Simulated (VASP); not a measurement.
# Al3Cu (P4/mmm) in VASP: a series of runs

The runs below take Al3Cu through single point, with PBEsol.

Everything below comes from runs of VASP 6.6.1. Logs are shortened: lines on timing, memory, paths and dates and some standing lists are left out, and cuts for length are marked.

### 1 The cell of the first run

The structure is tetragonal, space group P4/mmm (No. 123). The conventional cell has a = 2.722 Å, b = 2.722 Å, c = 7.360 Å, α = 90.00°, β = 90.00°, γ = 90.00°. Cu (site symmetry 4/mmm) has 8 Al at 2.54 Å and 4 Cu at 2.72 Å within 3.4 Å. Within 3.4 Å of Al (site symmetry 4mm) lie 4 Cu at 2.54 Å and 9 Al at 2.72 to 3.33 Å. Within 3.6 Å of Al (site symmetry 4/mmm) lie 12 Al at 2.72 to 2.79 Å.

### 2 Single point, PBEsol (volume scaled by 0.94)

INCAR reads:

```
SYSTEM = Al3Cu
ALGO     = Normal         ! electronic algorithm
EDIFF    = 1E-6           ! SCF threshold, eV
ENCUT    = 520            ! plane-wave cutoff, eV
GGA      = PS             ! functional
ISIF     = 2              ! what is computed and relaxed
ISMEAR   = -1             ! smearing method
LASPH    = .TRUE.         ! aspherical terms in the spheres
LCHARG   = .FALSE.        ! write CHGCAR
LREAL    = .FALSE.        ! projectors in reciprocal space
LWAVE    = .FALSE.        ! write WAVECAR
NBANDS   = 18             ! bands
NELM     = 100            ! most SCF steps
PREC     = Accurate       ! precision mode
SIGMA    = 0.05           ! smearing width, eV
```

KPOINTS reads:

```
k-points
0
G
  10 10 4
  0 0 0
```

POSCAR reads:

```
Al3Cu
1.0
    2.7216873630      0.0000000000      0.0000000000
    0.0000000000      2.7216873630      0.0000000000
    0.0000000000      0.0000000000      7.3600256096
Cu Al
1 3
Direct
    0.0000000000      0.0000000000      0.0000000000
    0.5000000000      0.5000000000      0.7738844900
    0.5000000000      0.5000000000      0.2261155100
    0.0000000000      0.0000000000      0.5000000000
```

Potentials or basis: VASP PAW PBE potentials, release 64 (Cu, Al).

Command:

```
$ cat potpaw_PBE.64/Cu/POTCAR potpaw_PBE.64/Al/POTCAR > POTCAR
$ mpirun -np 1 vasp_std > vasp.out
```

OUTCAR:

```text
SYSTEM = Al3Cu
   EDIFF = 1E-6
   ENCUT = 520
   GGA = PS
   ISIF = 2
   ISMEAR = -1
   LASPH = .TRUE.
   LREAL = .FALSE.
   NELM = 100
   PREC = Accurate

 ion  position               nearest neighbor table
   1  0.000  0.000  0.000-   2 2.54   3 2.54   2 2.54   3 2.54   2 2.54   3 2.54   2 2.54   3 2.54

   2  0.500  0.500  0.774-   1 2.54   1 2.54   1 2.54   1 2.54   4 2.79   4 2.79   4 2.79   4 2.79
                             3 3.33
   3  0.500  0.500  0.226-   1 2.54   1 2.54   1 2.54   1 2.54   4 2.79   4 2.79   4 2.79   4 2.79
                             2 3.33
   4  0.000  0.000  0.500-   2 2.79   3 2.79   2 2.79   3 2.79   2 2.79   3 2.79   2 2.79   3 2.79

  LATTYP: Found a simple tetragonal cell.
 ALAT       =     2.7216873630
 C/A-ratio  =     2.7042141980

  Lattice vectors:

 A1 = (   2.7216873630,   0.0000000000,   0.0000000000)
 A2 = (   0.0000000000,   2.7216873630,   0.0000000000)
 A3 = (   0.0000000000,   0.0000000000,   7.3600256096)

Analysis of symmetry for initial positions (statically):
=====================================================================
 Subroutine PRICEL returns:
 Original cell was already a primitive cell.

 Routine SETGRP: Setting up the symmetry group for a
 simple tetragonal supercell.

 Subroutine GETGRP returns: Found 16 space group operations
 (whereof 16 operations were pure point group operations)
 out of a pool of 16 trial point group operations.

The static configuration has the point symmetry D_4h.

Analysis of symmetry for dynamics (positions and initial velocities):
=====================================================================
 Subroutine PRICEL returns:
 Original cell was already a primitive cell.

 Routine SETGRP: Setting up the symmetry group for a
 simple tetragonal supercell.

 Subroutine GETGRP returns: Found 16 space group operations
 (whereof 16 operations were pure point group operations)
 out of a pool of 16 trial point group operations.

The dynamic configuration has the point symmetry D_4h.

 Subroutine INISYM returns: Found 16 space group operations
 (whereof 16 operations are pure point group operations),
 and found     1 'primitive' translations

----------------------------------------------------------------------------------------

                                     Primitive cell

  volume of cell :      54.5200

  direct lattice vectors                    reciprocal lattice vectors
     2.721687363  0.000000000  0.000000000     0.367419129  0.000000000  0.000000000
     0.000000000  2.721687363  0.000000000     0.000000000  0.367419129  0.000000000
     0.000000000  0.000000000  7.360025610     0.000000000  0.000000000  0.135869092

  length of vectors
     2.721687363  2.721687363  7.360025610     0.367419129  0.367419129  0.135869092

  position of ions in fractional coordinates (direct lattice)
     0.000000000  0.000000000  0.000000000
     0.500000000  0.500000000  0.773884490
     0.500000000  0.500000000  0.226115510
     0.000000000  0.000000000  0.500000000

  ion indices of the primitive-cell ions
   primitive index   ion index
                 1           1
                 2           2
                 3           3
                 4           4

----------------------------------------------------------------------------------------

 KPOINTS: k-points

Automatic generation of k-mesh.
 Grid dimensions read from file:
 generate k-points for:   10   10    4

 Generating k-lattice:

  Cartesian coordinates                     Fractional coordinates (reciprocal lattice)
     0.036741913  0.000000000  0.000000000     0.100000000  0.000000000  0.000000000
     0.000000000  0.036741913  0.000000000     0.000000000  0.100000000  0.000000000
     0.000000000  0.000000000  0.033967273     0.000000000  0.000000000  0.250000000

  Length of vectors
     0.036741913  0.036741913  0.033967273

  Shift w.r.t. Gamma in fractional coordinates (k-lattice)
     0.000000000  0.000000000  0.000000000

 Subroutine IBZKPT returns following result:
 ===========================================

 Found     63 irreducible k-points:

 Following reciprocal coordinates:
            Coordinates               Weight
  0.000000  0.000000  0.000000      1.000000
  0.100000  0.000000  0.000000      4.000000
  0.200000  0.000000  0.000000      4.000000
  0.300000  0.000000  0.000000      4.000000
  0.400000  0.000000  0.000000      4.000000
  0.500000  0.000000  0.000000      2.000000
[... 16 lines left out ...]
  0.100000  0.000000  0.250000      8.000000
  0.200000  0.000000  0.250000      8.000000
 [... further k-points ...]
   k-points           NKPTS =     63   k-points in BZ     NKDIM =     63   number of bands    NBANDS=     18
   number of dos      NEDOS =    301   number of ions     NIONS =      4
   total plane-waves  NPLWV =  22400
   dimension x,y,z NGX =    20 NGY =   20 NGZ =   56
   dimension x,y,z NGXF=    40 NGYF=   40 NGZF=  112
   ions per type =               1   3
   NGX,Y,Z   is equivalent  to a cutoff of  12.22, 12.22, 12.65 a.u.
   NGXF,Y,Z  is equivalent  to a cutoff of  24.43, 24.43, 25.30 a.u.
 SYSTEM =  Al3Cu
   PREC   = accura    normal or accurate (medium, high low for compatibility)
   ISTART =      0    job   : 0-new  1-cont  2-samecut
   ICHARG =      2    charge: 1-file 2-atom 10-const
   ISPIN  =      1    spin polarized calculation?
   LNONCOLLINEAR =      F non collinear calculations
   LSORBIT =      F    spin-orbit coupling
   LASPH  =      T    aspherical Exc in radial PAW
   ENCUT  =  520.0 eV  38.22 Ry    6.18 a.u.   5.06  5.06 13.68*2*pi/ulx,y,z
   NELM   =    100;   NELMIN=  2; NELMDL= -5     # of ELM steps
   EDIFF  = 0.1E-05   stopping-criterion for ELM
   LREAL  =      F    real-space projection
   EDIFFG = 0.1E-04   stopping-criterion for IOM
   NSW    =      0    number of steps for IOM
   IBRION =     -1    ionic relax: 0-MD 1-quasi-New 2-CG
   NFREE  =      0    steps in history (QN), initial steepest desc. (CG)
   ISIF   =      2    stress and relaxation
   ISYM   =      2    0-nonsym 1-usesym 2-fastsym
   POTIM  = 0.5000    time-step for ionic-motion
   TEBEG  =    0.0;   TEEND  =   0.0 temperature during run
   PSTRESS=    0.0 pullay stress
   NELECT =      20.0000    total number of electrons
   NUPDOWN=      -1.0000    fix difference up-down
   EMIN   =  10.00;   EMAX   =-10.00  energy-range for DOS
   EFERMI =   0.00;   METHOD = LEGACY
   ISMEAR =    -1;   SIGMA  =   0.05  broadening in eV -4-tet -1-fermi 0-gaus
   EFERMI_NEDOS =   21; number of points for ismear=-14 and -15
   IALGO  =     38    algorithm
   IMIX   =      4    mixing-type and parameters
     AMIX     =   0.40;   BMIX     =  1.00
     AMIX_MAG =   1.60;   BMIX_MAG =  1.00
  volume/ion in A,a.u.               =      13.63        91.98
  Fermi-wavevector in a.u.,A,eV,Ry     =   1.171924  2.214616 18.686331  1.373407
  Thomas-Fermi vector in A             =   2.308361
   LORBIT       =      0    0 simple, 1 ext, 2 COOP (PROOUT), +10 PAW based schemes
   GGA     = PS    functional components
   LHFCALC =     F    Hartree Fock is set to
   AEXX    =    0.0000 exact exchange contribution
   IVDW    =     0    specifies the selected vdW correction
   LEPSILON=     F    determine dielectric tensor
   LRPA    =     F    only Hartree local field effects (RPA)
 non-spin polarized calculation
  energy-cutoff  :      520.00
  volume of cell :       54.52
 maximum number of plane-waves:      1488
   NGX = 11   NGY = 11   NGZ = 27

 number of electron      19.9999989 magnetization

 Free energy of the ion-electron system (eV)
  ---------------------------------------------------
  ext. energy  EPLUGINS =         0.00000000
  ---------------------------------------------------
  free energy    TOTEN  =       -16.87796526 eV

  energy without entropy =      -16.86702625  energy(sigma->0) =      -16.87249576

 E-fermi :   9.2789     XC(G=0): -11.2595

 val. band max:        9.2638956892   @ k =   0.4000   0.3000   0.0000
 cond. band min:       9.2969927725   @ k =   0.3000   0.0000   0.2500
 fundamental gap:      0.0330970833
 Fermi energy:         9.2789461332

 k-point     1 :       0.0000    0.0000    0.0000
  band No.  band energies     occupation
      1      -2.5029      2.00000
      2       0.0558      2.00000
      3       0.3860      2.00000
      4       4.4413      2.00000
      5       4.5601      2.00000
      6       5.4235      2.00000
[... 10 lines left out ...]
     17      18.8096      0.00000
     18      18.8096      0.00000

 k-point     2 :       0.1000    0.0000    0.0000
  band No.  band energies     occupation
      1      -2.3013      2.00000
      2       0.2365      2.00000
      3       0.5881      2.00000
      4       4.4792      2.00000
      5       4.6167      2.00000
      6       5.2972      2.00000
[... 10 lines left out ...]
     17      19.0328      0.00000
     18      19.3052      0.00000

 k-point     3 :       0.2000    0.0000    0.0000
  band No.  band energies     occupation
      1      -1.7003      2.00000
      2       0.7696      2.00000
      3       1.1870      2.00000
      4       4.5651      2.00000
      5       4.7605      2.00000
      6       5.0419      2.00000
[... 10 lines left out ...]
     17      19.2588      0.00000
     18      19.6883      0.00000

 k-point     4 :       0.3000    0.0000    0.0000
  band No.  band energies     occupation
      1      -0.7118      2.00000
      2       1.6178      2.00000
      3       2.1543      2.00000
      4       4.6183      2.00000
      5       4.8031      2.00000
      6       4.8721      2.00000
[... 10 lines left out ...]
     17      19.6299      0.00000
     18      20.0403      0.00000

 k-point     5 :       0.4000    0.0000    0.0000
  band No.  band energies     occupation
      1       0.6395      2.00000
      2       2.6478      2.00000
      3       3.3740      2.00000
      4       4.0399      2.00000
      5       4.6464      2.00000
      6       4.8775      2.00000
[... 10 lines left out ...]
     17      20.8238      0.00000
     18      21.1528      0.00000

 k-point     6 :       0.5000    0.0000    0.0000
  band No.  band energies     occupation
      1       2.1752      2.00000
      2       2.4257      2.00000
      3       3.2709      2.00000
      4       4.3458      2.00000
      5       4.5992      2.00000
      6       4.9681      2.00000
[... 307 lines left out ...]
 k-point    21 :       0.5000    0.5000    0.0000
  band No.  band energies     occupation
      1       3.5565      2.00000
      2       4.3158      2.00000
      3       4.3158      2.00000
      4       5.1280      2.00000
      5       6.2633      2.00000
      6       6.5010      2.00000
[... 10 lines left out ...]
     17      13.0836      0.00000
     18      16.8199      0.00000

 k-point    22 :       0.0000    0.0000    0.2500
  band No.  band energies     occupation
      1      -2.3316      2.00000
      2      -0.9572      2.00000
      3       1.6734      2.00000
      4       4.3754      2.00000
      5       4.4414      2.00000
      6       5.4235      2.00000
[... 10 lines left out ...]
     17      17.6648      0.00000
     18      19.8812      0.00000

 k-point    23 :       0.1000    0.0000    0.2500
  band No.  band energies     occupation
      1      -2.1308      2.00000
      2      -0.7613      2.00000
      3       1.8546      2.00000
      4       4.4274      2.00000
      5       4.4847      2.00000
      6       5.3252      2.00000
[... 10 lines left out ...]
     17      17.9264      0.00000
     18      19.4460      0.00000

 k-point    24 :       0.2000    0.0000    0.2500
  band No.  band energies     occupation
      1      -1.5323      2.00000
      2      -0.1794      2.00000
      3       2.3800      2.00000
      4       4.5082      2.00000
      5       4.6074      2.00000
      6       5.1936      2.00000
[... 10 lines left out ...]
     17      18.3616      0.00000
     18      18.7640      0.00000

 [... further k-points ...]

------------------------ aborting loop because EDIFF is reached ----------------------------------------

  FORCE on cell =-STRESS in cart. coord.  units (eV):
  Direction    XX          YY          ZZ          XY          YZ          ZX
  --------------------------------------------------------------------------------------
  -------------------------------------------------------------------------------------
  Total        2.9554384      2.9554384      3.4560537      0.0000000      0.0000000      0.0000000
  in kB       86.8513758     86.8513758    101.5629415      0.0000000      0.0000000      0.0000000
  external PRESSURE =      91.7552310 kB  Pullay stress =       0.0000000 kB

 VOLUME and BASIS-vectors are now :
 -----------------------------------------------------------------------------
  energy-cutoff  :      520.00
  volume of cell :       54.52
      direct lattice vectors                 reciprocal lattice vectors
     2.721687363  0.000000000  0.000000000     0.367419129  0.000000000  0.000000000
     0.000000000  2.721687363  0.000000000     0.000000000  0.367419129  0.000000000
     0.000000000  0.000000000  7.360025610     0.000000000  0.000000000  0.135869092

 POSITION                                       TOTAL-FORCE (eV/Angst)
 -----------------------------------------------------------------------------------
      0.00000      0.00000      0.00000         0.000000      0.000000     -0.000000
      1.36084      1.36084      5.69581         0.000000     -0.000000      0.093500
      1.36084      1.36084      1.66422        -0.000000      0.000000     -0.093500
      0.00000      0.00000      3.68001         0.000000      0.000000     -0.000000
 -----------------------------------------------------------------------------------
    total drift:                               -0.000000      0.000000     -0.000000

  FREE ENERGIE OF THE ION-ELECTRON SYSTEM (eV)
  ---------------------------------------------------
  free  energy   TOTEN  =       -16.8779652576 eV

  energy  without entropy=      -16.8670262535  energy(sigma->0) =      -16.87249576
```

Wall time 23 s (1 thread of Intel Xeon 6975P-C (Granite Rapids), shared host); peak memory 0.19 GiB.

What came out:

* Free energy: -16.8780 eV
* Pressure: 9.2 GPa
* Largest force: 0.093 eV/Å
* Band gap on the k mesh: zero (band 10 reaches 13.73 eV, above the bottom of band 11 at 7.38 eV)

Forces on the atoms (eV/Å):
```
Cu   0.000  0.000  0.000
Al   0.000  0.000  0.093
Al   0.000  0.000 -0.093
Al   0.000  0.000  0.000
```

Stress tensor (GPa, compression positive):
```
 8.69  0.00  0.00
 0.00  8.69  0.00
 0.00  0.00 10.16
```

Caveat: the PAW data sets were made with another functional, which shifts forces and pressure a little.

### 3 Single point, PBEsol (volume scaled by 0.96)

INCAR reads:

```
  PREC = Accurate
  ENCUT = 520
  EDIFF = 1E-6
  ISMEAR = -1
  SIGMA = 0.05
  LREAL = F
  LASPH = T
  NELM = 100
  ALGO = Fast
  ISIF = 2
  LWAVE = F
  LCHARG = F
  GGA = PS
  NBANDS = 18
```

KPOINTS reads:

```
regular mesh
0
Gamma
  10 10 4
```

POSCAR reads:

```
Al3Cu
1.0
    2.7408548069      0.0000000000      0.0000000000
    0.0000000000      2.7408548069      0.0000000000
    0.0000000000      0.0000000000      7.4118584836
Cu Al
1 3
Direct
    0.0000000000      0.0000000000      0.0000000000
    0.5000000000      0.5000000000      0.7738844900
    0.5000000000      0.5000000000      0.2261155100
    0.0000000000      0.0000000000      0.5000000000
```

Potentials or basis: VASP PAW PBE potentials, release 64 (Cu, Al).

Command:

```
$ cat potpaw_PBE.64/Cu/POTCAR potpaw_PBE.64/Al/POTCAR > POTCAR
$ mpirun -np 1 vasp_std > vasp.out
```

It took 29 s on 1 thread of Intel Xeon 6975P-C (Granite Rapids), shared host; peak memory 0.19 GiB.

The run converged. Its results:

```
Free energy            : -16.9324 eV
Pressure               : 6.1 GPa
Largest force          : 0.128 eV/Å
Band gap on the k mesh : zero (band 10 reaches 13.43 eV, above the bottom of band 11 at 7.14 eV)
```

Forces in eV/Å, atoms in the order of the input:
```
Cu   0.000  0.000  0.000
Al   0.000  0.000  0.128
Al   0.000  0.000 -0.128
Al   0.000  0.000  0.000
```

Stress tensor (GPa, compression positive):
```
5.66 0.00 0.00
0.00 5.66 0.00
0.00 0.00 6.99
```

Levels at points of the mesh, in eV from the Fermi level:
```tsv
k point	band 7	band 8	band 9	band 10	band 11	band 12	band 13	band 14
(0.00, 0.00, 0.00)	-3.77	-3.36	-1.80	0.71	6.26	6.74	6.74	7.93
(0.50, 0.00, 0.00)	-3.86	-3.80	-3.67	-2.44	-1.89	2.76	4.04	4.29
(0.50, 0.50, 0.00)	-2.73	-0.65	-0.46	0.11	0.11	0.42	0.42	0.56
(0.00, 0.00, 0.50)	-3.77	-3.65	-3.36	4.41	5.94	6.24	7.27	7.27
(0.50, 0.00, 0.50)	-3.86	-3.67	-2.72	-1.06	-0.95	0.07	0.96	8.95
(0.50, 0.50, 0.50)	-1.93	-1.86	-1.86	-0.70	-0.67	0.55	1.83	3.25
```

Caveat: the PAW data sets were made with another functional, which shifts forces and pressure a little.
